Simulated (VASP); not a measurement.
Here is a VASP 6.6.1 calculation.

File INCAR:

```
PREC = Accurate
ENCUT = 520
EDIFF = 1E-7
ISMEAR = -1
SIGMA = 0.15
LREAL = False
LASPH = True
NELM = 80
ALGO = Normal
ISIF = 2
LWAVE = False
LCHARG = False
GGA = CA
NBANDS = 16
```

The input KPOINTS:

```
regular mesh
0
Gamma
  12 12 12
```

The input POSCAR:

```
InSb
1.0
    0.0000000000      2.9756058113      2.9756058113
    2.9756058113      0.0000000000      2.9756058113
    2.9756058113      2.9756058113      0.0000000000
In Sb
1 1
Direct
    0.0000000000      0.0000000000      0.0000000000
    0.7500000000      0.7500000000      0.7500000000
```

Potentials or basis: VASP PAW LDA potentials, release 64 (In_d, Sb).

Launch:

```bash
$ cat potpaw_LDA.64/In_d/POTCAR potpaw_LDA.64/Sb/POTCAR > POTCAR
$ mpirun -np 1 vasp_std > vasp.out
```

(1) Estimate the band gap on the k mesh.

(2) Predict the pressure.

## Answers

(1) 0.66 eV (least direct gap 1.17 eV).

(2) 20.3 GPa.

Caveat: the cell stands under pressure; semilocal functionals underestimate gaps, and a narrow one can read as zero; spin-orbit coupling is left out, which moves the levels of the heavy elements.
